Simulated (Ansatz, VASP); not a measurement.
# Two plane-wave programs on ZrO2

Contents of INCAR:

```
SYSTEM = ZrO2
  PREC = Accurate
  ENCUT = 600
  EDIFF = 1E-6
  ISMEAR = 0
  SIGMA = 0.01
  LREAL = .False.
  LASPH = .True.
  NELM = 120
  ALGO = Normal
  ISIF = 2
  LWAVE = .False.
  LCHARG = .False.
  GGA = B5
  ALDAX = 1.0
  AGGAX = 1.0
  AGGAC = 1.0
  ALDAC = 0.0
  NBANDS = 19
  GGA_COMPAT = .False.
```

Contents of KPOINTS:

```
regular mesh
0
Gamma
  5 5 5
  0 0 0
```

Contents of POSCAR:

```
ZrO2
1.0
    3.5850310000      0.0000000000      0.0000000000
    1.7925155000      3.1047279194      0.0000000000
    1.7925155000      1.0349093065      2.9271655540
Zr O
1 2
Direct
    0.0000000000      0.0000000000      0.0000000000
    0.2500000000      0.2500000000      0.2500000000
    0.7500000000      0.7500000000      0.7500000000
```

Input for Ansatz:

```yaml
crystal:
  lattice:
    - [3.585031, 0.0, 0.0]
    - [1.7925155000000004, 3.1047279193547297, 0.0]
    - [1.7925155000000004, 1.0349093064515766, 2.927165554019906]
  atoms:
    - { symbol: Zr, position: [0.0, 0.0, 0.0] }
    - { symbol: O, position: [0.25, 0.25, 0.25] }
    - { symbol: O, position: [0.75, 0.75, 0.75] }
basis:
  ecutwfc: 450.0
kpoints:
  mp_grid:
    grid: [5, 5, 5]
hamiltonian:
  xc: blyp
  pseudopotentials:
    kind: paw
scf:
  occupations:
    method: fixed
output:
  stress: true
  eigenvalues: true
```

Alike in both runs: task single point; functional BLYP; k mesh 5 × 5 × 5; no spin polarisation.

|  | VASP | Ansatz |
| --- | --- | --- |
| version | VASP 6.6.1 | Ansatz 0.2.0 |
| potentials or method | VASP PAW PBE potentials, release 64 (Zr_sv, O), cutoff 600 eV | plane waves, PAW |
| occupations | gaussian, width 0.01 eV | fixed |
| valence electrons in the cell | 24 | 24 |

|  | VASP | Ansatz | Ansatz less VASP |
| --- | --- | --- | --- |
| gap on the k mesh at the Fermi level (eV) | 3.63 | 3.64 | +0.013 |
| pressure (GPa) | 14.6 | 14.1 | -0.54 |

VASP's potentials were made for PBE, not for BLYP.

The k mesh is coarse, so the values compare programs but aren't converged.
